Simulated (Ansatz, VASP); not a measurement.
## NiO in VASP and in Ansatz

File INCAR:

```
ALGO = Normal
EDIFF = 1E-6
ENCUT = 520
GGA = PE
ISIF = 2
ISMEAR = 0
ISPIN = 2
LASPH = T
LCHARG = F
LMAXMIX = 4
LORBIT = 11
LREAL = F
LWAVE = F
MAGMOM = 1.65 0
NBANDS = 19
NELM = 150
PREC = Accurate
SIGMA = 0.05
```

The input KPOINTS:

```
k-points
0
Gamma
  8 8 8
```

Contents of POSCAR:

```
NiO
1.0
    0.0000000000      2.1099651944      2.1099651944
    2.1099651944      0.0000000000      2.1099651944
    2.1099651944      2.1099651944      0.0000000000
Ni O
1 1
Direct
    0.0000000000      0.0000000000      0.0000000000
    0.5000000000      0.5000000000      0.5000000000
```

Input for Ansatz:

```yaml
crystal:
  lattice:
    - [0.0, 2.1099651944, 2.1099651944]
    - [2.1099651944, 0.0, 2.1099651944]
    - [2.1099651944, 2.1099651944, 0.0]
  atoms:
    - { symbol: Ni, position: [0.0, 0.0, 0.0], spin: 1.65 }
    - { symbol: O, position: [0.5, 0.5, 0.5] }
basis:
  ecutwfc: 420
  ecutrho_ratio: 4
kpoints:
  mp_grid: { grid: [8, 8, 8] }
hamiltonian:
  xc: pbe
scf:
  occupations: { method: gaussian, width: 0.05 }
output:
  forces: true
  stress: true
  eigenvalues: true
  populations: true
magnetization:
  spin_polarized: true
```

Alike in both runs: task single point; functional PBE; k mesh 8 × 8 × 8; occupations gaussian, width 0.05 eV; collinear spin.

|  | VASP | Ansatz |
| --- | --- | --- |
| version | VASP 6.6.1 | Ansatz 0.2.0 |
| potentials or method | VASP PAW PBE potentials, release 64 (Ni, O), cutoff 520 eV | scalar-relativistic, plane waves, PAW |
| valence electrons in the cell | 16 | 24 |

```tsv
	VASP	Ansatz	Ansatz less VASP
gap on the k mesh at the Fermi level (eV)	none	none	-
pressure (GPa)	-0.2	0.0	+0.23
net moment per atom (μB)	0.92	0.93	+0.005
size of the moment on the site where the two differ most (μB)	0.29	0.31	+0.017
```

Site moments also hang on the region over which each program counts them. A gap of «none» marks a metal or a gap that the smearing closes. With one functional, cell and mesh, what is left measures potentials, basis and numerics. VASP's potentials hold 16 valence electrons a cell and Ansatz's 24, so a difference there can come from the potentials and not from the codes.
